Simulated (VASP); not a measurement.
Write the native input for VASP 6.6.1 that does the following.

- Task: single point
- Functional: PBEsol
- Potentials or basis: VASP PAW PBE potentials, release 64 (C)
- Cutoff: 520 eV
- k mesh: 15 × 15 × 3
- Occupations: gaussian, width 0.05 eV
- Spin: no spin polarisation
- Dipole correction: no
- Further INCAR settings: ALGO = Normal; EDIFF = 1e-06; NBANDS = 21

The structure of C lies in POSCAR:

```
C
1.0
   -2.4589102530      0.0000000000      0.0000000000
   -1.2294551265     -2.1294787447      0.0000000000
    0.0000000000      0.0000000000     11.5443044874
C
6
Direct
    0.6666666667      0.6666666667      0.1557979262
    1.0000000000      0.0000000000      0.7791531920
    0.3333333333      0.3333333333      0.4674755591
    0.6666666667      0.6666666667      0.7792038046
    1.0000000000      1.0000000000      0.4675261718
    0.3333333333      0.3333333333      0.1558485389
```

This cell differs from its parent crystal: the distance across one plane changed.

These files were run (other wordings do the same):

INCAR

```
SYSTEM = C
  PREC = Accurate
  ENCUT = 520
  EDIFF = 1E-6
  ISMEAR = 0
  SIGMA = 0.05
  LREAL = .False.
  LASPH = .True.
  NELM = 100
  ALGO = Normal
  ISIF = 2
  LWAVE = .False.
  LCHARG = .False.
  GGA = PS
  NBANDS = 21
```

KPOINTS

```
regular mesh
0
Gamma
  15 15 3
  0 0 0
```

Potentials or basis: VASP PAW PBE potentials, release 64 (C).

Launch:

```sh
$ cat potpaw_PBE.64/C/POTCAR > POTCAR
$ mpirun -np 1 vasp_std > vasp.out
```

It gave:

```
Pressure      : 0.6 GPa
Largest force : 0.006 eV/Å
```

Caveat: the cell differs from its parent crystal (the distance across one plane changed); this functional lacks dispersion, which binds layers or chains, so the pressure and a relaxed spacing across them are unreliable; the PAW data sets were made with another functional, which shifts forces and pressure a little.

Run time: 75 s on 1 thread of Intel(R) Xeon(R) Platinum 8124M CPU @ 3.00GHz (Skylake/Cascade Lake), with other jobs on the host, peak memory 0.2 GiB.
